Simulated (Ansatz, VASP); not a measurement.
## ZnS in VASP and in Ansatz

File INCAR:

```
SYSTEM = ZnS
ALGO = Normal
EDIFF = 1E-6
ENCUT = 520
GGA = PS
ISIF = 2
ISMEAR = 0
LASPH = .TRUE.
LCHARG = .FALSE.
LREAL = .FALSE.
LWAVE = .FALSE.
NBANDS = 26
NELM = 60
PREC = Accurate
SIGMA = 0.05
```

Contents of KPOINTS:

```
k-points
0
G
  9 9 6
  0 0 0
```

File POSCAR:

```
ZnS
1.0
    3.8796928979      0.0000000000      0.0000000000
   -1.9398464489      3.3599126084      0.0000000000
    0.0000000000      0.0000000000      6.3700242978
Zn S
2 2
Direct
    0.3333333333      0.6666666667      0.0054424479
    0.6666666667      0.3333333333      0.5054424479
    0.3333333333      0.6666666667      0.3795575521
    0.6666666667      0.3333333333      0.8795575521
```

Input for Ansatz:

```yaml
crystal:
  lattice:
    - [3.8796928979, 0.0, 0.0]
    - [-1.9398464489, 3.3599126084, 0.0]
    - [0.0, 0.0, 6.3700242978]
  atoms:
    - { symbol: Zn, position: [0.3333333333, 0.6666666667, 0.0054424479] }
    - { symbol: Zn, position: [0.6666666667, 0.3333333333, 0.5054424479] }
    - { symbol: S, position: [0.3333333333, 0.6666666667, 0.3795575521] }
    - { symbol: S, position: [0.6666666667, 0.3333333333, 0.8795575521] }
basis:
  ecutwfc: 520.0
kpoints:
  mp_grid: { grid: [9, 9, 6] }
hamiltonian:
  xc: pbesol
  pseudopotentials: { kind: paw }
scf:
  occupations: { method: gaussian, width: 0.05 }
output:
  forces: true
  stress: true
  eigenvalues: true
```

Alike in both runs: task single point; functional PBEsol; k mesh 9 × 9 × 6; occupations gaussian, width 0.05 eV; no spin polarisation.

|  | VASP | Ansatz |
| --- | --- | --- |
| version | VASP 6.6.1 | Ansatz 0.2.0 |
| potentials or method | VASP PAW PBE potentials, release 64 (Zn, S), cutoff 520 eV | scalar-relativistic, plane waves, PAW |
| valence electrons in the cell | 36 | 36 |

Ansatz gave:

| Item | Value |
| --- | --- |
| gap on the k mesh at the Fermi level (eV) | 1.82 |
| least direct gap on the mesh (eV) | 1.82 |
| pressure (GPa) | -5.1 |
| traceless stress, the component that is largest in VASP (GPa) | -0.09 |
| rms of the force components (eV/Å) | 0.009 |

Question: Estimate VASP's values.

Answer: gap on the k mesh at the Fermi level (eV): 1.82; least direct gap on the mesh (eV): 1.82; pressure (GPa): -4.9; traceless stress, the component that is largest in VASP (GPa): -0.09; rms of the force components (eV/Å): 0.009.

VASP's potentials were made for PBE, not for PBEsol. Atom by atom the forces differ by 0.000 eV/Å (rms over components). The functional is the same, so the differences come from potentials, cutoffs and numerics.
